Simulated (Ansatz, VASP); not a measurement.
**Two plane-wave programs on O**

```
CELL_PARAMETERS angstrom
9.00000 0.00000 0.00000
0.00000 9.50000 0.00000
0.00000 0.00000 10.00000
ATOMIC_POSITIONS crystal
O 0.50000 0.50000 0.43973
O 0.50000 0.50000 0.56027
```

Alike in both runs: functional r2SCAN; k mesh 1 × 1 × 1; occupations fermi-dirac, width 0.02 eV; collinear spin.

Ansatz relaxed the structure, and its values are those at the end. VASP's run is a single point on that final structure, the one shown.

|  | VASP | Ansatz |
| --- | --- | --- |
| version | VASP 6.6.1 | Ansatz 0.2.0 |
| potentials or method | VASP PAW PBE potentials, release 64 (O), cutoff 520 eV | plane waves, PAW |
| valence electrons in the cell | 12 | 12 |

|  | VASP | Ansatz | Ansatz less VASP |
| --- | --- | --- | --- |
| rms of the force components (eV/Å) | 0.839 | 0.001 | -0.8382 |
| net moment per atom (μB) | 1.00 | 1.00 | 0.000 |
| size of the moment on the site where the two differ most (μB) | 0.83 | 0.57 | -0.257 |

VASP's potentials were made for PBE, not for r2SCAN. Site moments also hang on the region over which each program counts them. One of these differences is far larger than is usual between the two programs; its cause wasn't traced. With one functional, cell and mesh, what is left measures potentials, basis and numerics. Ansatz's warnings: end state compared, force scf threshold loose, stress scf threshold loose.

Noted on VASP's run: the standard files for N, O and F lose accuracy on very short bonds.
